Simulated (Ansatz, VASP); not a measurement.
## One calculation of AlN, two programs

```
CELL_PARAMETERS angstrom
3.38080 0.00000 0.00000
-1.69040 2.92786 0.00000
0.00000 0.00000 4.34830
ATOMIC_POSITIONS crystal
Al 0.33333 0.66667 0.75000
Al 0.66667 0.33333 0.25000
N 0.33333 0.66667 0.25000
N 0.66667 0.33333 0.75000
```

Alike in both runs: task single point; functional PBEsol; k mesh 9 × 9 × 6; occupations gaussian, width 0.05 eV; no spin polarisation.

|  | VASP | Ansatz |
| --- | --- | --- |
| version | VASP 6.6.1 | Ansatz 0.2.0 |
| potentials or method | VASP PAW PBE potentials, release 64 (Al, N), cutoff 520 eV | scalar-relativistic, plane waves, PAW |
| valence electrons in the cell | 16 | 16 |

|  | VASP | Ansatz | Ansatz less VASP |
| --- | --- | --- | --- |
| gap on the k mesh at the Fermi level (eV) | 2.55 | 2.54 | -0.010 |
| least direct gap on the mesh (eV) | 2.55 | 2.54 | -0.010 |
| pressure (GPa) | -16.6 | -16.5 | +0.10 |
| traceless stress, the component that is largest in VASP (GPa) | 0.30 | 0.31 | +0.009 |

VASP's potentials were made for PBE, not for PBEsol. The functional is the same, so the differences come from potentials, cutoffs and numerics.
